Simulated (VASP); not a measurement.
A run of VASP 6.6.1 is set up as follows.

INCAR

```
SYSTEM = PbS
PREC = Accurate
ENCUT = 520
EDIFF = 1E-6
ISMEAR = 0
SIGMA = 0.05
LREAL = .False.
LASPH = .True.
NELM = 80
ALGO = Normal
ISIF = 2
LWAVE = .False.
LCHARG = .False.
LDIPOL = .True.
IDIPOL = 3
DIPOL = 0.5 0.5 0.500
GGA = PE
NBANDS = 50
```

The input KPOINTS:

```
Automatic mesh
0
Gamma
  8 8 1
  0 0 0
```

File POSCAR:

```
PbS
1.0
    4.2490215878      0.0000000000      0.0000000000
    0.0000000000      4.2490215878      0.0000000000
    0.0000000000      0.0000000000     24.0135359345
Pb S
4 4
Direct
    0.0000000000      0.0000000000      0.3137823011
    0.5000000000      0.5000000000      0.4310250292
    0.0000000000      0.0000000000      0.5689645629
    0.5000000000      0.5000000000      0.6862178657
    0.5000000000      0.5000000000      0.3164107510
    0.0000000000      0.0000000000      0.4278521556
    0.5000000000      0.5000000000      0.5721553014
    0.0000000000      0.0000000000      0.6835920330
```

Potentials or basis: VASP PAW PBE potentials, release 64 (Pb_d, S).

The run is started by

```bash
$ cat potpaw_PBE.64/Pb_d/POTCAR potpaw_PBE.64/S/POTCAR > POTCAR
$ mpirun -np 1 vasp_std > vasp.out
```

(1) Estimate the largest force.

(2) Estimate the band gap on the k mesh.

Results:

(1) 0.008 eV/Å.

(2) 1.61 eV (least direct gap 1.63 eV).

Caveat: spin-orbit coupling is left out, which moves the levels of the heavy elements.
